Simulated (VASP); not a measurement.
# ZnSe (F-43m) in VASP: further runs

Runs on ZnSe. Level: PBEsol. Tasks: relaxation of cell and atoms, single point.

Program: VASP 6.6.1. These are calculated values, not measurements. Logs are shortened: lines on timing, memory, paths and dates and some standing lists are left out, and cuts for length are marked.

## 1. The cell of the first run

It takes space group F-43m (No. 216, cubic). The conventional cell has a = 5.633 Å, b = 5.633 Å, c = 5.633 Å, α = 90.00°, β = 90.00°, γ = 90.00°. Zn (site symmetry -43m) has 4 Se at 2.44 Å within 3.2 Å. Se (site symmetry -43m) has 4 Zn at 2.44 Å within 3.2 Å.

## 2. Relaxation of cell and atoms, PBEsol, target pressure 15 GPa, at which the enthalpy is minimised

File INCAR:

```
ALGO = Normal
EDIFF = 1E-6
EDIFFG = -0.002
ENCUT = 600
GGA = PS
IBRION = 2
ISIF = 3
ISMEAR = 0
LASPH = True
LCHARG = False
LREAL = False
LWAVE = False
NELM = 80
NSW = 100
PREC = Accurate
PSTRESS = 150.0
SIGMA = 0.01
```

File KPOINTS:

```
k-points
0
Gamma
  8 8 8
```

File POSCAR:

```
ZnSe
1.0
    2.8165925223      2.8165925223      0.0000000000
   -2.8165925223      2.8165925223      0.0000000000
    0.0000000000      2.8165925223      2.8165925223
Zn Se
1 1
Direct
    0.0000000000      0.0000000000      0.0000000000
    0.7500000000      0.2500000000      0.5000000000
```

Potentials or basis: VASP PAW PBE potentials, release 64 (Zn, Se).

Run with:

```bash
cat potpaw_PBE.64/Zn/POTCAR potpaw_PBE.64/Se/POTCAR > POTCAR
mpirun -np 1 vasp_std > vasp.out
```

OUTCAR:

```text
EDIFF = 1E-6
   EDIFFG = -0.002
   ENCUT = 600
   GGA = PS
   IBRION = 2
   ISIF = 3
   ISMEAR = 0
   LASPH = True
   LREAL = False
   NELM = 80
   NSW = 100
   PREC = Accurate
   PSTRESS = 150.0

 ion  position               nearest neighbor table
   1  0.000  0.000  0.000-   2 2.44   2 2.44   2 2.44   2 2.44
   2  0.750  0.250  0.500-   1 2.44   1 2.44   1 2.44   1 2.44

  LATTYP: Found a face centered cubic cell.
 ALAT       =     5.6331850446

  Lattice vectors:

 A1 = (   0.0000000000,   2.8165925223,   2.8165925223)
 A2 = (   2.8165925223,   0.0000000000,   2.8165925223)
 A3 = (   2.8165925223,   2.8165925223,   0.0000000000)

Analysis of symmetry for initial positions (statically):
=====================================================================
 Subroutine PRICEL returns:
 Original cell was already a primitive cell.

 Routine SETGRP: Setting up the symmetry group for a
 face centered cubic supercell.

 Subroutine GETGRP returns: Found 24 space group operations
 (whereof 24 operations were pure point group operations)
 out of a pool of 48 trial point group operations.

The static configuration has the point symmetry T_d .

Analysis of symmetry for dynamics (positions and initial velocities):
=====================================================================
 Subroutine PRICEL returns:
 Original cell was already a primitive cell.

 Routine SETGRP: Setting up the symmetry group for a
 face centered cubic supercell.

 Subroutine GETGRP returns: Found 24 space group operations
 (whereof 24 operations were pure point group operations)
 out of a pool of 48 trial point group operations.

The dynamic configuration has the point symmetry T_d .

 Subroutine INISYM returns: Found 24 space group operations
 (whereof 24 operations are pure point group operations),
 and found     1 'primitive' translations

----------------------------------------------------------------------------------------

                                     Primitive cell

  volume of cell :      44.6891

  direct lattice vectors                    reciprocal lattice vectors
     2.816592522  2.816592522  0.000000000     0.177519466  0.177519466 -0.177519466
    -2.816592522  2.816592522  0.000000000    -0.177519466  0.177519466 -0.177519466
     0.000000000  2.816592522  2.816592522     0.000000000  0.000000000  0.355038932

  length of vectors
     3.983263345  3.983263345  3.983263345     0.307472734  0.307472734  0.355038932

  position of ions in fractional coordinates (direct lattice)
     0.000000000  0.000000000  0.000000000
     0.750000000  0.250000000  0.500000000

  ion indices of the primitive-cell ions
   primitive index   ion index
                 1           1
                 2           2

----------------------------------------------------------------------------------------

 KPOINTS: k-points

Automatic generation of k-mesh.
 Grid dimensions read from file:
 generate k-points for:    8    8    8

 Generating k-lattice:

  Cartesian coordinates                     Fractional coordinates (reciprocal lattice)
     0.022189933  0.022189933 -0.022189933     0.125000000  0.000000000  0.000000000
    -0.022189933  0.022189933 -0.022189933     0.000000000  0.125000000  0.000000000
     0.000000000  0.000000000  0.044379866     0.000000000  0.000000000  0.125000000

  Length of vectors
     0.038434092  0.038434092  0.044379866

  Shift w.r.t. Gamma in fractional coordinates (k-lattice)
     0.000000000  0.000000000  0.000000000

 Subroutine IBZKPT returns following result:
 ===========================================

 Found     29 irreducible k-points:

 Following reciprocal coordinates:
            Coordinates               Weight
  0.000000  0.000000  0.000000      1.000000
  0.125000  0.000000  0.000000      8.000000
  0.250000  0.000000  0.000000      8.000000
  0.375000  0.000000  0.000000      8.000000
  0.500000  0.000000  0.000000      4.000000
  0.125000  0.125000  0.000000     12.000000
[... 16 lines left out ...]
  0.375000  0.250000  0.125000     48.000000
  0.500000  0.250000  0.125000     24.000000
 [... further k-points ...]
   k-points           NKPTS =     29   k-points in BZ     NKDIM =     29   number of bands    NBANDS=     13
   number of dos      NEDOS =    301   number of ions     NIONS =      2
   total plane-waves  NPLWV =  32768
   dimension x,y,z NGX =    32 NGY =   32 NGZ =   32
   dimension x,y,z NGXF=    64 NGYF=   64 NGZF=   64
   ions per type =               1   1
   NGX,Y,Z   is equivalent  to a cutoff of  13.36, 13.36, 13.36 a.u.
   NGXF,Y,Z  is equivalent  to a cutoff of  26.71, 26.71, 26.71 a.u.
 SYSTEM =  unknown system
   PREC   = accura    normal or accurate (medium, high low for compatibility)
   ISTART =      0    job   : 0-new  1-cont  2-samecut
   ICHARG =      2    charge: 1-file 2-atom 10-const
   ISPIN  =      1    spin polarized calculation?
   LNONCOLLINEAR =      F non collinear calculations
   LSORBIT =      F    spin-orbit coupling
   LASPH  =      T    aspherical Exc in radial PAW
   ENCUT  =  600.0 eV  44.10 Ry    6.64 a.u.   7.96  7.96  7.96*2*pi/ulx,y,z
   NELM   =     80;   NELMIN=  2; NELMDL= -5     # of ELM steps
   EDIFF  = 0.1E-05   stopping-criterion for ELM
   LREAL  =      F    real-space projection
   EDIFFG = -.2E-02   stopping-criterion for IOM
   NSW    =    100    number of steps for IOM
   IBRION =      2    ionic relax: 0-MD 1-quasi-New 2-CG
   NFREE  =      1    steps in history (QN), initial steepest desc. (CG)
   ISIF   =      3    stress and relaxation
   ISYM   =      2    0-nonsym 1-usesym 2-fastsym
   POTIM  = 0.5000    time-step for ionic-motion
   TEBEG  =    0.0;   TEEND  =   0.0 temperature during run
   PSTRESS=  150.0 pullay stress
   NELECT =      18.0000    total number of electrons
   NUPDOWN=      -1.0000    fix difference up-down
   EMIN   =  10.00;   EMAX   =-10.00  energy-range for DOS
   EFERMI =   0.00;   METHOD = LEGACY
   ISMEAR =     0;   SIGMA  =   0.01  broadening in eV -4-tet -1-fermi 0-gaus
   EFERMI_NEDOS =   21; number of points for ismear=-14 and -15
   IALGO  =     38    algorithm
   IMIX   =      4    mixing-type and parameters
     AMIX     =   0.40;   BMIX     =  1.00
     AMIX_MAG =   1.60;   BMIX_MAG =  1.00
  volume/ion in A,a.u.               =      22.34       150.79
  Fermi-wavevector in a.u.,A,eV,Ry     =   1.209015  2.284707 19.887867  1.461717
  Thomas-Fermi vector in A             =   2.344605
   LORBIT       =      0    0 simple, 1 ext, 2 COOP (PROOUT), +10 PAW based schemes
   GGA     = PS    functional components
   LHFCALC =     F    Hartree Fock is set to
   AEXX    =    0.0000 exact exchange contribution
   IVDW    =     0    specifies the selected vdW correction
   LEPSILON=     F    determine dielectric tensor
   LRPA    =     F    only Hartree local field effects (RPA)
 conjugate gradient relaxation of ions
 non-spin polarized calculation
 Gauss-broadening in eV      SIGMA  =   0.01
  energy-cutoff  :      600.00
  volume of cell :       44.69
 maximum number of plane-waves:      1524
   NGX = 15   NGY = 15   NGZ = 15

--------------------------------------- Ionic step        1  -------------------------------------------

 number of electron      17.9999985 magnetization

 Free energy of the ion-electron system (eV)
  ---------------------------------------------------
  ext. energy  EPLUGINS =         0.00000000
  ---------------------------------------------------
  free energy    TOTEN  =        -6.77296880 eV

  energy without entropy =       -6.77296880  energy(sigma->0) =       -6.77296880

 E-fermi :   1.7013     XC(G=0):  -9.6097

 val. band max:        1.6464480800   @ k =   0.0000   0.0000   0.0000
 cond. band min:       2.8896449673   @ k =   0.0000   0.0000   0.0000
 fundamental gap:      1.2431968872
 Fermi energy:         1.7013441718

 k-point     1 :       0.0000    0.0000    0.0000
  band No.  band energies     occupation
      1     -11.7591      2.00000
      2      -4.9799      2.00000
      3      -4.9799      2.00000
      4      -4.9799      2.00000
      5      -4.5916      2.00000
      6      -4.5916      2.00000
      7       1.6464      2.00000
      8       1.6464      2.00000
      9       1.6464      2.00000
     10       2.8896      0.00000
     11       7.3715      0.00000
     12       7.3715      0.00000
     13       7.3715      0.00000
[... 1056 lines left out ...]
  FREE ENERGIE OF THE ION-ELECTRON SYSTEM (eV)
  ---------------------------------------------------
  free  energy   TOTEN  =        -6.5046003760 eV

  energy  without entropy=       -6.5046003760  energy(sigma->0) =       -6.50460038

  enthalpy is  TOTEN    =        -2.9265735524 eV   P V=        3.5780268236

--------------------------------------- Ionic step        9  -------------------------------------------

 number of electron      17.9999989 magnetization

 Free energy of the ion-electron system (eV)
  ---------------------------------------------------
  ext. energy  EPLUGINS =         0.00000000
  ---------------------------------------------------
  free energy    TOTEN  =        -6.50494575 eV

  energy without entropy =       -6.50494575  energy(sigma->0) =       -6.50494575

 E-fermi :   3.2690     XC(G=0): -10.3431

 val. band max:        3.1543550321   @ k =   0.0000   0.0000   0.0000
 cond. band min:       5.0650450739   @ k =   0.0000   0.0000   0.0000
 fundamental gap:      1.9106900417
 Fermi energy:         3.2690135992

 k-point     1 :       0.0000    0.0000    0.0000
  band No.  band energies     occupation
      1     -11.4288      2.00000
      2      -4.2182      2.00000
      3      -4.2182      2.00000
      4      -4.2182      2.00000
      5      -3.6686      2.00000
      6      -3.6686      2.00000
      7       3.1544      2.00000
      8       3.1544      2.00000
      9       3.1544      2.00000
     10       5.0650      0.00000
     11       8.7706      0.00000
     12       8.7706      0.00000
     13       8.7706      0.00000
[... 390 lines left out ...]
 POSITION                                       TOTAL-FORCE (eV/Angst)
 -----------------------------------------------------------------------------------
      0.00000      0.00000      0.00000         0.000000     -0.000000      0.000000
      1.33679      4.01036      1.33679        -0.000000      0.000000      0.000000
 -----------------------------------------------------------------------------------
    total drift:                               -0.000000     -0.000000     -0.000000

  FREE ENERGIE OF THE ION-ELECTRON SYSTEM (eV)
  ---------------------------------------------------
  free  energy   TOTEN  =        -6.5049457456 eV

  energy  without entropy=       -6.5049457456  energy(sigma->0) =       -6.50494575

  enthalpy is  TOTEN    =        -2.9265739202 eV   P V=        3.5783718254

 reached required accuracy - stopping structural energy minimisation
```

Run time: 58 s. Hardware: 1 thread of Intel Xeon Platinum 8488C (Sapphire Rapids), shared host; peak memory 0.2 GiB.

What came out:

- Free energy: -6.5049 eV
- Relaxed volume: 19.11 Å³/atom
- Relaxed cell: a = 3.781 Å, b = 3.781 Å, c = 3.781 Å, α = 60.00°, β = 60.00°, γ = 90.00°
- Space group after relaxing (to 0.05 Å): F-43m (No. 216)
- Energy change on relaxing (the enthalpy is what falls): +134.0 meV/atom
- Ionic steps: 9
- Pressure after relaxing: 15.0 GPa
- Band gap on the k mesh: 1.91 eV, direct

Step by step:
| step | energy change (eV) | largest force (eV/Å) | pressure (GPa) | volume (Å³) |
| --- | --- | --- | --- | --- |
| 1 | 0.0000 | 0.0000 | 0.25 | 44.69 |
| 2 | 1.2072 | 0.0000 | 42.47 | 32.66 |
| 3 | 0.2509 | 0.0000 | 14.38 | 38.41 |
| 4 | 0.2653 | 0.0000 | 14.89 | 38.25 |
| 5 | 0.2768 | 0.0000 | 15.30 | 38.13 |
| 6 | 0.2601 | 0.0000 | 14.76 | 38.31 |
| 7 | 0.2678 | 0.0000 | 14.98 | 38.22 |
| 8 | 0.2684 | 0.0000 | 15.03 | 38.22 |
| 9 | 0.2680 | 0.0000 | 15.01 | 38.22 |

Final structure:
```
Zn Se
1.0
     2.67357    2.67357    0.00000
    -2.67357    2.67357    0.00000
     0.00000    2.67357    2.67357
Zn Se
1 1
Direct
  0.00000 0.00000 0.00000
  0.75000 0.25000 0.50000
```

Caveat: the cell is relaxed towards a set pressure, so the enthalpy falls and the energy may rise; the PAW data sets were made with another functional, which shifts forces and pressure a little. A k mesh can miss the band edges.

(Part 1 of 2 ends here.)
